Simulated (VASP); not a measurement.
Input of a VASP 6.6.1 run:

The input INCAR:

```
SYSTEM = BN
PREC = Accurate ; ENCUT = 520
EDIFF = 1E-6 ; ISMEAR = 0
SIGMA = 0.05 ; LREAL = .False.
LASPH = .True. ; NELM = 60
ALGO = Normal ; ISIF = 2
LWAVE = .False. ; LCHARG = .False.
GGA = PE ; IVDW = 12
NBANDS = 11
```

Contents of KPOINTS:

```
regular mesh
0
Gamma
  12 12 12
  0 0 0
```

Contents of POSCAR:

```
BN
1.0
    0.0000000000      3.3904563551      2.2310739772
    1.2140831370      0.0000000000      2.2310739772
    1.2140831370      3.3904563551      0.0000000000
B N
1 1
Direct
    0.0000486500      0.0000486500      0.9999513500
    0.6666513400      0.6666513400      0.3333486600
```

Potentials or basis: VASP PAW PBE potentials, release 64 (B, N).

The run is started by

```bash
$ cat potpaw_PBE.64/B/POTCAR potpaw_PBE.64/N/POTCAR > POTCAR
$ mpirun -np 1 vasp_std > vasp.out
```

Question: What does it give for the largest force?

Answer: 0.649 eV/Å.

Question: Estimate the pressure.

Answer: 2.1 GPa.

Forces in eV/Å, atoms in the order of the input:
```
B    0.000  0.000 -0.649
N    0.000  0.000  0.649
```

Caveat: the cell differs from its parent crystal (strain -0.030 along x and y, +0.030 along z).
